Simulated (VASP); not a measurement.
# BN (F-43m) in VASP: notebook

The runs below take BN through single point, relaxation of cell and atoms, with revPBE, PBE, revPBE+D4.

Everything below comes from runs of VASP 6.6.1. Logs are shortened: lines on timing, memory, paths and dates and some standing lists are left out, and cuts for length are marked.

### 1 The cell of the first run

The structure is cubic, space group F-43m (No. 216). Conventional cell: a = 3.626 Å, b = 3.626 Å, c = 3.626 Å, α = 90.00°, β = 90.00°, γ = 90.00°. N (site symmetry -43m) has 4 B at 1.57 Å within 2.1 Å. B (site symmetry -43m) has 4 N at 1.57 Å within 2.1 Å.

### 2 Single point, revPBE

INCAR reads:

```
ALGO = Normal
EDIFF = 1E-7
ENCUT = 520
GGA = RE
ISIF = 2
ISMEAR = -1
LASPH = T
LCHARG = T
LELF = T
LREAL = F
LVHAR = T
LWAVE = F
NBANDS = 11
NELM = 100
PREC = Accurate
SIGMA = 0.05
```

KPOINTS reads:

```
k-points
0
Gamma
  13 13 13
```

POSCAR reads:

```
BN
1.0
    0.0000000000      1.8130010000      1.8130010000
    1.8130010000      0.0000000000      1.8130010000
    1.8130010000      1.8130010000      0.0000000000
N B
1 1
Direct
    0.2500000000      0.2500000000      0.2500000000
    0.0000000000      0.0000000000      0.0000000000
```

Potentials or basis: VASP PAW PBE potentials, release 64 (N, B).

Run with:

```console
$ cat potpaw_PBE.64/N/POTCAR potpaw_PBE.64/B/POTCAR > POTCAR
$ mpirun -np 1 vasp_std > vasp.out
```

OUTCAR:

```text
EDIFF = 1E-7
   ENCUT = 520
   GGA = RE
   ISIF = 2
   ISMEAR = -1
   LASPH = T
   LREAL = F
   NELM = 100
   PREC = Accurate

 ion  position               nearest neighbor table
   1  0.250  0.250  0.250-   2 1.57   2 1.57   2 1.57   2 1.57
   2  0.000  0.000  0.000-   1 1.57   1 1.57   1 1.57   1 1.57

  LATTYP: Found a face centered cubic cell.
 ALAT       =     3.6260020000

  Lattice vectors:

 A1 = (   0.0000000000,   1.8130010000,   1.8130010000)
 A2 = (   1.8130010000,   0.0000000000,   1.8130010000)
 A3 = (   1.8130010000,   1.8130010000,   0.0000000000)

Analysis of symmetry for initial positions (statically):
=====================================================================
 Subroutine PRICEL returns:
 Original cell was already a primitive cell.

 Routine SETGRP: Setting up the symmetry group for a
 face centered cubic supercell.

 Subroutine GETGRP returns: Found 24 space group operations
 (whereof 24 operations were pure point group operations)
 out of a pool of 48 trial point group operations.

The static configuration has the point symmetry T_d .

Analysis of symmetry for dynamics (positions and initial velocities):
=====================================================================
 Subroutine PRICEL returns:
 Original cell was already a primitive cell.

 Routine SETGRP: Setting up the symmetry group for a
 face centered cubic supercell.

 Subroutine GETGRP returns: Found 24 space group operations
 (whereof 24 operations were pure point group operations)
 out of a pool of 48 trial point group operations.

The dynamic configuration has the point symmetry T_d .

 Subroutine INISYM returns: Found 24 space group operations
 (whereof 24 operations are pure point group operations),
 and found     1 'primitive' translations

----------------------------------------------------------------------------------------

                                     Primitive cell

  volume of cell :      11.9186

  direct lattice vectors                    reciprocal lattice vectors
     0.000000000  1.813001000  1.813001000    -0.275785838  0.275785838  0.275785838
     1.813001000  0.000000000  1.813001000     0.275785838 -0.275785838  0.275785838
     1.813001000  1.813001000  0.000000000     0.275785838  0.275785838 -0.275785838

  length of vectors
     2.563970603  2.563970603  2.563970603     0.477675083  0.477675083  0.477675083

  position of ions in fractional coordinates (direct lattice)
     0.250000000  0.250000000  0.250000000
     0.000000000  0.000000000  0.000000000

  ion indices of the primitive-cell ions
   primitive index   ion index
                 1           1
                 2           2

----------------------------------------------------------------------------------------

 KPOINTS: k-points

Automatic generation of k-mesh.
 Grid dimensions read from file:
 generate k-points for:   13   13   13

 Generating k-lattice:

  Cartesian coordinates                     Fractional coordinates (reciprocal lattice)
    -0.021214295  0.021214295  0.021214295     0.076923077  0.000000000  0.000000000
     0.021214295 -0.021214295  0.021214295     0.000000000  0.076923077  0.000000000
     0.021214295  0.021214295 -0.021214295     0.000000000  0.000000000  0.076923077

  Length of vectors
     0.036744237  0.036744237  0.036744237

  Shift w.r.t. Gamma in fractional coordinates (k-lattice)
     0.000000000  0.000000000  0.000000000

 Subroutine IBZKPT returns following result:
 ===========================================

 Found     84 irreducible k-points:

 Following reciprocal coordinates:
            Coordinates               Weight
  0.000000  0.000000  0.000000      1.000000
  0.076923  0.000000  0.000000      8.000000
  0.153846  0.000000  0.000000      8.000000
  0.230769  0.000000  0.000000      8.000000
  0.307692  0.000000  0.000000      8.000000
  0.384615  0.000000  0.000000      8.000000
[... 16 lines left out ...]
  0.384615  0.153846  0.000000     24.000000
  0.461538  0.153846  0.000000     24.000000
 [... further k-points ...]
   k-points           NKPTS =     84   k-points in BZ     NKDIM =     84   number of bands    NBANDS=     11
   number of dos      NEDOS =    301   number of ions     NIONS =      2
   total plane-waves  NPLWV =   8000
   dimension x,y,z NGX =    20 NGY =   20 NGZ =   20
   dimension x,y,z NGXF=    40 NGYF=   40 NGZF=   40
   ions per type =               1   1
   NGX,Y,Z   is equivalent  to a cutoff of  12.97, 12.97, 12.97 a.u.
   NGXF,Y,Z  is equivalent  to a cutoff of  25.94, 25.94, 25.94 a.u.
 SYSTEM =  unknown system
   PREC   = accura    normal or accurate (medium, high low for compatibility)
   ISTART =      0    job   : 0-new  1-cont  2-samecut
   ICHARG =      2    charge: 1-file 2-atom 10-const
   ISPIN  =      1    spin polarized calculation?
   LNONCOLLINEAR =      F non collinear calculations
   LSORBIT =      F    spin-orbit coupling
   LASPH  =      T    aspherical Exc in radial PAW
   ENCUT  =  520.0 eV  38.22 Ry    6.18 a.u.   4.77  4.77  4.77*2*pi/ulx,y,z
   NELM   =    100;   NELMIN=  2; NELMDL= -5     # of ELM steps
   EDIFF  = 0.1E-06   stopping-criterion for ELM
   LREAL  =      F    real-space projection
   EDIFFG = 0.1E-05   stopping-criterion for IOM
   NSW    =      0    number of steps for IOM
   IBRION =     -1    ionic relax: 0-MD 1-quasi-New 2-CG
   NFREE  =      0    steps in history (QN), initial steepest desc. (CG)
   ISIF   =      2    stress and relaxation
   ISYM   =      2    0-nonsym 1-usesym 2-fastsym
   POTIM  = 0.5000    time-step for ionic-motion
   TEBEG  =    0.0;   TEEND  =   0.0 temperature during run
   PSTRESS=    0.0 pullay stress
   NELECT =       8.0000    total number of electrons
   NUPDOWN=      -1.0000    fix difference up-down
   EMIN   =  10.00;   EMAX   =-10.00  energy-range for DOS
   EFERMI =   0.00;   METHOD = LEGACY
   ISMEAR =    -1;   SIGMA  =   0.05  broadening in eV -4-tet -1-fermi 0-gaus
   EFERMI_NEDOS =   21; number of points for ismear=-14 and -15
   IALGO  =     38    algorithm
   IMIX   =      4    mixing-type and parameters
     AMIX     =   0.40;   BMIX     =  1.00
     AMIX_MAG =   1.60;   BMIX_MAG =  1.00
  volume/ion in A,a.u.               =       5.96        40.22
  Fermi-wavevector in a.u.,A,eV,Ry     =   1.433387  2.708709 27.954506  2.054598
  Thomas-Fermi vector in A             =   2.552911
   LORBIT       =      0    0 simple, 1 ext, 2 COOP (PROOUT), +10 PAW based schemes
   GGA     = RE    functional components
   LHFCALC =     F    Hartree Fock is set to
   AEXX    =    0.0000 exact exchange contribution
   IVDW    =     0    specifies the selected vdW correction
   LEPSILON=     F    determine dielectric tensor
   LRPA    =     F    only Hartree local field effects (RPA)
 non-spin polarized calculation
  energy-cutoff  :      520.00
  volume of cell :       11.92
 maximum number of plane-waves:       331
   NGX =  9   NGY =  9   NGZ =  9

 number of electron       7.9999999 magnetization

 Free energy of the ion-electron system (eV)
  ---------------------------------------------------
  ext. energy  EPLUGINS =         0.00000000
  ---------------------------------------------------
  free energy    TOTEN  =       -16.77155716 eV

  energy without entropy =      -16.77155716  energy(sigma->0) =      -16.77155716

 E-fermi :   8.4423     XC(G=0): -12.7102

 val. band max:        7.3796256455   @ k =   0.0000   0.0000   0.0000
 cond. band min:      11.9210622834   @ k =   0.4615   0.4615   0.0000
 fundamental gap:      4.5414366379
 Fermi energy:         8.4422755898

 k-point     1 :       0.0000    0.0000    0.0000
  band No.  band energies     occupation
      1     -12.8014      2.00000
      2       7.3796      2.00000
      3       7.3796      2.00000
      4       7.3796      2.00000
      5      16.2013      0.00000
      6      16.2013      0.00000
      7      16.2013      0.00000
      8      17.5728      0.00000
      9      32.0574      0.00000
     10      34.9760      0.00000
     11      34.9760      0.00000

 k-point     2 :       0.0769    0.0000    0.0000
  band No.  band energies     occupation
      1     -12.6584      2.00000
      2       6.5947      2.00000
      3       7.2262      2.00000
      4       7.2262      2.00000
      5      16.3709      0.00000
      6      16.4350      0.00000
      7      16.4350      0.00000
      8      18.0695      0.00000
      9      31.9081      0.00000
     10      32.9842      0.00000
     11      32.9842      0.00000

 k-point     3 :       0.1538    0.0000    0.0000
  band No.  band energies     occupation
      1     -12.2340      2.00000
      2       4.7382      2.00000
      3       6.8419      2.00000
      4       6.8419      2.00000
      5      16.6302      0.00000
      6      16.9996      0.00000
      7      16.9996      0.00000
      8      19.2840      0.00000
      9      31.4522      0.00000
     10      31.4522      0.00000
     11      31.4576      0.00000

 k-point     4 :       0.2308    0.0000    0.0000
  band No.  band energies     occupation
      1     -11.5447      2.00000
      2       2.4957      2.00000
      3       6.3768      2.00000
      4       6.3768      2.00000
      5      16.8834      0.00000
      6      17.5906      0.00000
      7      17.5906      0.00000
      8      20.5824      0.00000
      9      30.8685      0.00000
     10      30.8685      0.00000
     11      30.9250      0.00000
[... 239 lines left out ...]
 k-point    22 :       0.3077    0.1538    0.0000
  band No.  band energies     occupation
      1     -10.7857      2.00000
      2       1.8717      2.00000
      3       4.8556      2.00000
      4       5.2506      2.00000
      5      15.5456      0.00000
      6      19.2541      0.00000
      7      19.8139      0.00000
      8      20.1591      0.00000
      9      26.7047      0.00000
     10      33.6803      0.00000
     11      34.9788      0.00000

 k-point    23 :       0.3846    0.1538    0.0000
  band No.  band energies     occupation
      1      -9.8429      2.00000
      2      -0.1407      2.00000
      3       4.6112      2.00000
      4       4.6847      2.00000
      5      15.9421      0.00000
      6      19.4432      0.00000
      7      20.0077      0.00000
      8      20.8834      0.00000
      9      27.5961      0.00000
     10      33.4569      0.00000
     11      35.2921      0.00000

 k-point    24 :       0.4615    0.1538    0.0000
  band No.  band energies     occupation
      1      -8.8690      2.00000
      2      -1.8328      2.00000
      3       4.1332      2.00000
      4       4.5777      2.00000
      5      16.2579      0.00000
      6      19.4174      0.00000
      7      19.8770      0.00000
      8      22.0117      0.00000
      9      28.2260      0.00000
     10      33.5503      0.00000
     11      35.3344      0.00000

 [... further k-points ...]

------------------------ aborting loop because EDIFF is reached ----------------------------------------

  FORCE on cell =-STRESS in cart. coord.  units (eV):
  Direction    XX          YY          ZZ          XY          YZ          ZX
  --------------------------------------------------------------------------------------
  -------------------------------------------------------------------------------------
  Total        0.3156579      0.3156579      0.3156579     -0.0000000      0.0000000      0.0000000
  in kB       42.4329413     42.4329413     42.4329413     -0.0000000      0.0000000      0.0000000
  external PRESSURE =      42.4329413 kB  Pullay stress =       0.0000000 kB

 VOLUME and BASIS-vectors are now :
 -----------------------------------------------------------------------------
  energy-cutoff  :      520.00
  volume of cell :       11.92
      direct lattice vectors                 reciprocal lattice vectors
     0.000000000  1.813001000  1.813001000    -0.275785838  0.275785838  0.275785838
     1.813001000  0.000000000  1.813001000     0.275785838 -0.275785838  0.275785838
     1.813001000  1.813001000  0.000000000     0.275785838  0.275785838 -0.275785838

 POSITION                                       TOTAL-FORCE (eV/Angst)
 -----------------------------------------------------------------------------------
      0.90650      0.90650      0.90650         0.000000      0.000000      0.000000
      0.00000      0.00000      0.00000        -0.000000     -0.000000     -0.000000
 -----------------------------------------------------------------------------------
    total drift:                                0.000000      0.000000      0.000000

  FREE ENERGIE OF THE ION-ELECTRON SYSTEM (eV)
  ---------------------------------------------------
  free  energy   TOTEN  =       -16.7715571595 eV

  energy  without entropy=      -16.7715571595  energy(sigma->0) =      -16.77155716
```

Wall time 27 s (1 thread of AMD EPYC 7R13, shared host); peak memory 0.09 GiB.

What came out:

| Property | Result |
| --- | --- |
| Free energy | -16.7716 eV |
| Pressure | 4.2 GPa |
| Band gap on the k mesh | 4.54 eV, indirect (least direct gap 8.82 eV) |

Levels at points of the mesh, in eV from the valence-band top:
| k point | band 1 | band 2 | band 3 | band 4 | band 5 | band 6 | band 7 | band 8 | band 9 |
| --- | --- | --- | --- | --- | --- | --- | --- | --- | --- |
| (0.00, 0.00, 0.00) | -20.18 | 0.00 | 0.00 | 0.00 | 8.82 | 8.82 | 8.82 | 10.19 | 24.68 |

Caveat: the PAW data sets were made with another functional, which shifts forces and pressure a little. A k mesh can miss the band edges.

[end of part 1 of 3]
